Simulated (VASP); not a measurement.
# PbS (R-3m) in VASP: notebook, part 2 of 2

VASP 6.6.1.

**4. Electric field gradients, LDA (equal xy, yz and zx shear strains of -1 %)**

INCAR reads:

```
  ALGO = Normal
  EDIFF = 1E-8
  ENCUT = 520
  ISIF = 2
  ISMEAR = -1
  LASPH = True
  LCHARG = False
  LEFG = True
  LREAL = False
  LWAVE = False
  NBANDS = 17
  NELM = 60
  PREC = Accurate
  SIGMA = 0.01
```

KPOINTS reads:

```
k-points
0
Gamma
  7 7 7
```

POSCAR reads:

```
PbS
1.0
   -0.0296500000      2.9501750000      2.9501750000
    2.9501750000     -0.0296500000      2.9501750000
    2.9501750000      2.9501750000     -0.0296500000
Pb S
1 1
Direct
    0.0000000000      0.0000000000      0.0000000000
    0.5000000000      0.5000000000      0.5000000000
```

Potentials or basis: VASP PAW LDA potentials, release 64 (Pb_d, S).

Launch:

```sh
$ cat potpaw_LDA.64/Pb_d/POTCAR potpaw_LDA.64/S/POTCAR > POTCAR
$ mpirun -np 1 vasp_std > vasp.out
```

OUTCAR:

```text
EDIFF = 1E-8
   ENCUT = 520
   ISIF = 2
   ISMEAR = -1
   LASPH = True
   LREAL = False
   NELM = 60
   PREC = Accurate

 ion  position               nearest neighbor table
   1  0.000  0.000  0.000-   2 2.97   2 2.97   2 2.97   2 2.97   2 2.97   2 2.97
   2  0.500  0.500  0.500-   1 2.97   1 2.97   1 2.97   1 2.97   1 2.97   1 2.97

  LATTYP: Found a trigonal (rhomboedric) cell.
 ALAT       =     4.1722828504
 COS(alpha) =     0.4899250057

  Lattice vectors:

 A1 = (  -0.0296500000,   2.9501750000,   2.9501750000)
 A2 = (   2.9501750000,  -0.0296500000,   2.9501750000)
 A3 = (   2.9501750000,   2.9501750000,  -0.0296500000)

[... 691 lines left out ...]

  energy  without entropy=       -9.9842816658  energy(sigma->0) =       -9.98428167

 Electric field gradients (V/A^2)
---------------------------------------------------------------------
 ion       V_xx      V_yy      V_zz      V_xy      V_xz      V_yz
---------------------------------------------------------------------
   1       0.000     0.000     0.000     1.081     1.081     1.081
   2       0.000     0.000     0.000    -1.498    -1.498    -1.498
---------------------------------------------------------------------

 Electric field gradients after diagonalization (V/A^2)
 (convention: |V_zz| > |V_xx| > |V_yy|)
----------------------------------------------------------------------
 ion       V_xx      V_yy      V_zz     asymmetry (V_yy - V_xx)/ V_zz
----------------------------------------------------------------------
   1      -1.081    -1.081     2.162       0.000
   2       1.498     1.498    -2.996       0.000
----------------------------------------------------------------------

           NMR quadrupolar parameters

 Cq : quadrupolar parameter    Cq=e*Q*V_zz/h
 eta: asymmetry parameters     (V_yy - V_xx)/ V_zz
 Q  : nuclear electric quadrupole moment in mb (millibarn)
----------------------------------------------------------------------
 ion       Cq(MHz)       eta       Q (mb)
----------------------------------------------------------------------
   1       0.005       0.000       1.000
   2      -0.007       0.000       1.000
----------------------------------------------------------------------
```

Wall time 29 s (1 thread of AMD EPYC 7R43 (Zen 3), shared host); peak memory 0.14 GiB.

What came out:

* Free energy: -9.9843 eV
* Pressure: -2.6 GPa
* Band gap on the k mesh: 0.78 eV, indirect (least direct gap 0.85 eV)

Electric field gradients, principal values (V/Å²):
```
atom   least  middle  greatest (by size)
1 Pb  -1.081  -1.081               2.162
 2 S   1.498   1.498              -2.996
```

Caveat: the cell differs from its parent crystal (equal xy, yz and zx shear strains of -1 %); without QUAD_EFG the Cq values of the log hold for a quadrupole moment of 1 mb, not for the nuclei; spin-orbit coupling is left out, which moves the levels of the heavy elements.

**5. Electric field gradients, LDA (equal xy, yz and zx shear strains of -1 %)**

INCAR reads:

```
SYSTEM = PbS
PREC = Accurate ; ENCUT = 520
EDIFF = 1E-8 ; ISMEAR = -1
SIGMA = 0.01 ; LREAL = .False.
LASPH = .True. ; NELM = 80
ALGO = Normal ; ISIF = 2
LWAVE = .False. ; LCHARG = .False.
LEFG = .True. ; NBANDS = 17
```

KPOINTS reads:

```
regular mesh
0
Gamma
  7 7 7
  0 0 0
```

POSCAR is that of step 4.

Potentials or basis: VASP PAW LDA potentials, release 64 (Pb_d, S).

Launch:

```sh
$ cat potpaw_LDA.64/Pb_d/POTCAR potpaw_LDA.64/S/POTCAR > POTCAR
$ mpirun -np 1 vasp_std > vasp.out
```

OUTCAR:

```text
SYSTEM = PbS
   PREC = Accurate
   ENCUT = 520
   EDIFF = 1E-8
   ISMEAR = -1
   LREAL = .False.
   LASPH = .True.
   NELM = 80
   ISIF = 2

 ion  position               nearest neighbor table
   1  0.000  0.000  0.000-   2 2.97   2 2.97   2 2.97   2 2.97   2 2.97   2 2.97
   2  0.500  0.500  0.500-   1 2.97   1 2.97   1 2.97   1 2.97   1 2.97   1 2.97

  LATTYP: Found a trigonal (rhomboedric) cell.
 ALAT       =     4.1722828504
 COS(alpha) =     0.4899250057

  Lattice vectors:

 A1 = (  -0.0296500000,   2.9501750000,   2.9501750000)
 A2 = (   2.9501750000,  -0.0296500000,   2.9501750000)
 A3 = (   2.9501750000,   2.9501750000,  -0.0296500000)
[... 691 lines left out ...]
  free  energy   TOTEN  =        -9.9842816658 eV

  energy  without entropy=       -9.9842816658  energy(sigma->0) =       -9.98428167

 Electric field gradients (V/A^2)
---------------------------------------------------------------------
 ion       V_xx      V_yy      V_zz      V_xy      V_xz      V_yz
---------------------------------------------------------------------
   1       0.000     0.000     0.000     1.081     1.081     1.081
   2       0.000     0.000     0.000    -1.498    -1.498    -1.498
---------------------------------------------------------------------

 Electric field gradients after diagonalization (V/A^2)
 (convention: |V_zz| > |V_xx| > |V_yy|)
----------------------------------------------------------------------
 ion       V_xx      V_yy      V_zz     asymmetry (V_yy - V_xx)/ V_zz
----------------------------------------------------------------------
   1      -1.081    -1.081     2.162       0.000
   2       1.498     1.498    -2.996       0.000
----------------------------------------------------------------------

           NMR quadrupolar parameters

 Cq : quadrupolar parameter    Cq=e*Q*V_zz/h
 eta: asymmetry parameters     (V_yy - V_xx)/ V_zz
 Q  : nuclear electric quadrupole moment in mb (millibarn)
----------------------------------------------------------------------
 ion       Cq(MHz)       eta       Q (mb)
----------------------------------------------------------------------
   1       0.005       0.000       1.000
   2      -0.007       0.000       1.000
----------------------------------------------------------------------
```

Run time: 28 s. Hardware: 1 thread of AMD EPYC 7R43 (Zen 3), shared host; peak memory 0.14 GiB.

Results:

| Quantity | Value |
| --- | --- |
| Free energy | -9.9843 eV |
| Pressure | -2.6 GPa |
| Band gap on the k mesh | 0.78 eV, indirect (least direct gap 0.85 eV) |

Stress tensor (GPa, compression positive):
```
-2.57  0.21  0.21
 0.21 -2.57  0.21
 0.21  0.21 -2.57
```

Levels at points of the mesh, in eV from the valence-band top:
```tsv
k point	band 6	band 7	band 8	band 9	band 10	band 11	band 12	band 13	band 14	band 15
(0.00, 0.00, 0.00)	-13.30	-5.80	-1.92	-1.92	-1.81	5.35	5.36	5.36	6.86	6.86
```

Electric field gradients, principal values (V/Å²):
```tsv
atom	least	middle	greatest (by size)
1 Pb	-1.081	-1.081	2.162
2 S	1.498	1.498	-2.996
```

Caveat: the cell differs from its parent crystal (equal xy, yz and zx shear strains of -1 %); without QUAD_EFG the Cq values of the log hold for a quadrupole moment of 1 mb, not for the nuclei; spin-orbit coupling is left out, which moves the levels of the heavy elements. A k mesh can miss the band edges.

**6. Electric field gradients, LDA (equal xy, yz and zx shear strains of +1 %)**

INCAR reads:

```
PREC = Accurate
ENCUT = 520
EDIFF = 1E-8
ISMEAR = -1
SIGMA = 0.01
LREAL = F
LASPH = T
NELM = 100
ALGO = Normal
ISIF = 2
LWAVE = F
LCHARG = F
LEFG = T
NBANDS = 17
```

KPOINTS reads:

```
Automatic mesh
0
Gamma
  7 7 7
```

POSCAR reads:

```
PbS
1.0
    0.0296500000      2.9798250000      2.9798250000
    2.9798250000      0.0296500000      2.9798250000
    2.9798250000      2.9798250000      0.0296500000
Pb S
1 1
Direct
    0.0000000000      0.0000000000      0.0000000000
    0.5000000000      0.5000000000      0.5000000000
```

Potentials or basis: VASP PAW LDA potentials, release 64 (Pb_d, S).

Launch:

```sh
$ cat potpaw_LDA.64/Pb_d/POTCAR potpaw_LDA.64/S/POTCAR > POTCAR
$ mpirun -np 1 vasp_std > vasp.out
```

OUTCAR:

```text
PREC = Accurate
   ENCUT = 520
   EDIFF = 1E-8
   ISMEAR = -1
   LREAL = F
   LASPH = T
   NELM = 100
   ISIF = 2

 ion  position               nearest neighbor table
   1  0.000  0.000  0.000-   2 2.97   2 2.97   2 2.97   2 2.97   2 2.97   2 2.97
   2  0.500  0.500  0.500-   1 2.97   1 2.97   1 2.97   1 2.97   1 2.97   1 2.97

  LATTYP: Found a trigonal (rhomboedric) cell.
 ALAT       =     4.2142132343
 COS(alpha) =     0.5099250056

  Lattice vectors:

 A1 = (   0.0296500000,   2.9798250000,   2.9798250000)
 A2 = (   2.9798250000,   0.0296500000,   2.9798250000)
 A3 = (   2.9798250000,   2.9798250000,   0.0296500000)

Analysis of symmetry for initial positions (statically):
=====================================================================
 Subroutine PRICEL returns:
 Original cell was already a primitive cell.

 Routine SETGRP: Setting up the symmetry group for a
 trigonal (rhombohedral) supercell.

 Subroutine GETGRP returns: Found 12 space group operations
 (whereof 12 operations were pure point group operations)
 out of a pool of 12 trial point group operations.

The static configuration has the point symmetry D_3d.

Analysis of symmetry for dynamics (positions and initial velocities):
=====================================================================
 Subroutine PRICEL returns:
 Original cell was already a primitive cell.

 Routine SETGRP: Setting up the symmetry group for a
 trigonal (rhombohedral) supercell.

 Subroutine GETGRP returns: Found 12 space group operations
 (whereof 12 operations were pure point group operations)
 out of a pool of 12 trial point group operations.

The dynamic configuration has the point symmetry D_3d.

[... 148 lines left out ...]
 cond. band min:       6.1543193888   @ k =   0.4286  -0.0000  -0.0000
 fundamental gap:      0.7933299381
 Fermi energy:         5.5684736131

 k-point     1 :       0.0000    0.0000    0.0000
  band No.  band energies     occupation
      1     -11.1739      2.00000
      2     -11.1739      2.00000
      3     -11.1717      2.00000
      4     -11.1622      2.00000
      5     -11.1622      2.00000
      6      -7.9732      2.00000
[... 457 lines left out ...]
      4     -11.1353      2.00000
      5     -11.1319      2.00000
      6      -6.9173      2.00000
[... 9 lines left out ...]
     16      15.8849      0.00000
     17      16.1389      0.00000

 [... further k-points ...]
[... 5 lines left out ...]
  --------------------------------------------------------------------------------------
  -------------------------------------------------------------------------------------
  Total       -0.8346406     -0.8346406     -0.8346406     -0.0694249     -0.0694249     -0.0694249
  in kB      -25.6530184    -25.6530184    -25.6530184     -2.1338037     -2.1338037     -2.1338037
  external PRESSURE =     -25.6530184 kB  Pullay stress =       0.0000000 kB

 VOLUME and BASIS-vectors are now :
 -----------------------------------------------------------------------------
  energy-cutoff  :      520.00
  volume of cell :       52.13
      direct lattice vectors                 reciprocal lattice vectors
     0.029650000  2.979825000  2.979825000    -0.170320489  0.168642454  0.168642454
     2.979825000  0.029650000  2.979825000     0.168642454 -0.170320489  0.168642454
     2.979825000  2.979825000  0.029650000     0.168642454  0.168642454 -0.170320489

 POSITION                                       TOTAL-FORCE (eV/Angst)
 -----------------------------------------------------------------------------------
      0.00000      0.00000      0.00000         0.000000     -0.000000     -0.000000
      2.99465      2.99465      2.99465        -0.000000      0.000000      0.000000
 -----------------------------------------------------------------------------------
    total drift:                                0.000000     -0.000000     -0.000000

  FREE ENERGIE OF THE ION-ELECTRON SYSTEM (eV)
  ---------------------------------------------------
  free  energy   TOTEN  =        -9.9842729646 eV

  energy  without entropy=       -9.9842729646  energy(sigma->0) =       -9.98427296

 Electric field gradients (V/A^2)
---------------------------------------------------------------------
 ion       V_xx      V_yy      V_zz      V_xy      V_xz      V_yz
---------------------------------------------------------------------
   1       0.000     0.000    -0.000    -1.006    -1.006    -1.006
   2       0.000     0.000     0.000     1.495     1.495     1.495
---------------------------------------------------------------------

 Electric field gradients after diagonalization (V/A^2)
 (convention: |V_zz| > |V_xx| > |V_yy|)
----------------------------------------------------------------------
 ion       V_xx      V_yy      V_zz     asymmetry (V_yy - V_xx)/ V_zz
----------------------------------------------------------------------
   1       1.006     1.006    -2.013       0.000
   2      -1.495    -1.495     2.989       0.000
----------------------------------------------------------------------

           NMR quadrupolar parameters

 Cq : quadrupolar parameter    Cq=e*Q*V_zz/h
 eta: asymmetry parameters     (V_yy - V_xx)/ V_zz
 Q  : nuclear electric quadrupole moment in mb (millibarn)
----------------------------------------------------------------------
 ion       Cq(MHz)       eta       Q (mb)
----------------------------------------------------------------------
   1      -0.005       0.000       1.000
   2       0.007       0.000       1.000
----------------------------------------------------------------------
```

OSZICAR:

```text
N       E                     dE             d eps       ncg     rms          rms(c)
DAV:   1     0.157508175675E+03    0.15751E+03   -0.97608E+03  1496   0.124E+03
DAV:   2     0.107144248531E+01   -0.15644E+03   -0.15040E+03  1663   0.315E+02
DAV:   3    -0.101464724982E+02   -0.11218E+02   -0.11153E+02  1907   0.896E+01
DAV:   4    -0.104267055373E+02   -0.28023E+00   -0.28000E+00  1942   0.155E+01
DAV:   5    -0.104374170649E+02   -0.10712E-01   -0.10711E-01  2083   0.292E+00    0.449E+00
DAV:   6    -0.999541286435E+01    0.44200E+00   -0.13148E+00  2370   0.777E+00    0.316E+00
DAV:   7    -0.998830461425E+01    0.71083E-02   -0.10382E-01  1819   0.162E+00    0.174E+00
DAV:   8    -0.998461275728E+01    0.36919E-02   -0.11299E-02  1860   0.103E+00    0.196E-01
DAV:   9    -0.998425400906E+01    0.35875E-03   -0.23043E-03  2315   0.363E-01    0.759E-02
DAV:  10    -0.998427712481E+01   -0.23116E-04   -0.14174E-04  1662   0.709E-02    0.486E-02
DAV:  11    -0.998427309522E+01    0.40296E-05   -0.17724E-05  2098   0.435E-02    0.983E-03
DAV:  12    -0.998427297827E+01    0.11695E-06   -0.82440E-07  2161   0.123E-02    0.261E-03
DAV:  13    -0.998427296242E+01    0.15846E-07   -0.17125E-07  1708   0.245E-03    0.168E-03
DAV:  14    -0.998427296456E+01   -0.21373E-08   -0.61167E-09  1445   0.679E-04
   1 F= -.99842730E+01 E0= -.99842730E+01  d E =-.248067E-11
```

stdout:

```text
POSCAR found type information on POSCAR PbS
 POSCAR found :  2 types and       2 ions
 scaLAPACK will be used
 LDA part: xc-table for (Slater(with rela. corr.)+CA(PZ))
 , standard interpolation
 POSCAR, INCAR and KPOINTS ok, starting setup
 FFT: planning ... GRIDC
 FFT: planning ... GRID_SOFT
 FFT: planning ... GRID
 WAVECAR not read
 entering main loop
ion   1

ion   2
```

Run time: 36 s. Hardware: 1 thread of AMD EPYC 7R43 (Zen 3), shared host; peak memory 0.14 GiB.

Results:

```
Free energy            : -9.9843 eV
Pressure               : -2.6 GPa
Band gap on the k mesh : 0.79 eV, indirect (least direct gap 0.87 eV)
```

Electric field gradients, principal values (V/Å²):
| atom | least | middle | greatest (by size) |
| --- | --- | --- | --- |
| 1 Pb | 1.006 | 1.006 | -2.013 |
| 2 S | -1.495 | -1.495 | 2.989 |

Caveat: the cell differs from its parent crystal (equal xy, yz and zx shear strains of +1 %); without QUAD_EFG the Cq values of the log hold for a quadrupole moment of 1 mb, not for the nuclei; spin-orbit coupling is left out, which moves the levels of the heavy elements.

**7. The runs side by side**

| cell | gap on the mesh (eV) | pressure (GPa) |
| --- | --- | --- |
| a = 4.152 Å, angles 61.3°, 2 atoms | 0.69 | -2.6 |
| a = 4.172 Å, angles 60.7°, 2 atoms | 0.78 | -2.6 |
| a = 4.214 Å, angles 59.3°, 2 atoms | 0.79 | -2.6 |

Alike in all rows: task electric field gradients; level LDA; potentials or basis VASP PAW LDA potentials, release 64 (Pb_d, S); no spin polarisation; k mesh 7 × 7 × 7; cutoff (eV) 520; smearing fermi-dirac 0.01 eV.

Caveats: spin-orbit coupling is left out, which moves the levels of the heavy elements.

Total energies depend on the potentials used, so only differences within one code and one set of settings carry meaning.
